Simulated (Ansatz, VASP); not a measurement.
# RbCaBr3 in VASP and in Ansatz

INCAR

```
SYSTEM = RbCaBr3
PREC = Accurate ; ENCUT = 520
EDIFF = 1E-6 ; ISMEAR = 0
SIGMA = 0.05 ; LREAL = .FALSE.
LASPH = .TRUE. ; NELM = 100
ALGO = Normal ; ISIF = 2
LWAVE = .FALSE. ; LCHARG = .FALSE.
NBANDS = 28
```

KPOINTS

```
regular mesh
0
G
  4 4 4
  0 0 0
```

POSCAR

```
RbCaBr3
1.0
    5.9087907000      0.0000000000      0.0000000000
    0.0000000000      5.9087907000      0.0000000000
    0.0000000000      0.0000000000      5.5645893000
Rb Ca Br
1 1 3
Direct
    0.5000000000      0.5000000000      0.5000000000
    0.0000000000      0.0000000000      0.0000000000
    0.5000000000      0.0000000000      0.0000000000
    0.0000000000      0.5000000000      0.0000000000
    0.0000000000      0.0000000000      0.5000000000
```

Input for Ansatz:

```yaml
crystal:
  lattice:
    - [5.9087907, 0.0, 0.0]
    - [0.0, 5.9087907, 0.0]
    - [0.0, 0.0, 5.5645893]
  atoms:
    - { symbol: Rb, position: [0.5, 0.5, 0.5] }
    - { symbol: Ca, position: [0.0, 0.0, 0.0] }
    - { symbol: Br, position: [0.5, 0.0, 0.0] }
    - { symbol: Br, position: [0.0, 0.5, 0.0] }
    - { symbol: Br, position: [0.0, 0.0, 0.5] }
basis:
  ecutwfc: 420
kpoints:
  mp_grid: { grid: [4, 4, 4] }
hamiltonian:
  xc: lda
scf:
  occupations: { method: gaussian, width: 0.05 }
output:
  forces: true
  stress: true
  eigenvalues: true
```

Change from the starting cell: strain +0.030 along x and y, -0.030 along z, atoms carried along.

Alike in both runs: task single point; functional LDA; k mesh 4 × 4 × 4; occupations gaussian, width 0.05 eV; no spin polarisation.

```csv
,VASP,Ansatz
version,VASP 6.6.1,Ansatz 0.2.0
potentials or method,"VASP PAW LDA potentials, release 64 (Rb_sv, Ca_sv, Br), cutoff 520 eV","scalar-relativistic, plane waves, PAW"
valence electrons in the cell,40,40
```

```csv
,VASP,Ansatz,Ansatz less VASP
gap on the k mesh at the Fermi level (eV),3.61,3.60,-0.011
least direct gap on the mesh (eV),3.91,3.90,-0.010
pressure (GPa),-2.6,-2.7,-0.06
"traceless stress, the component that is largest in VASP (GPa)",1.21,1.18,-0.026
```

LDA's correlation is that of Perdew and Zunger in VASP and of Perdew and Wang (1992) in Ansatz.
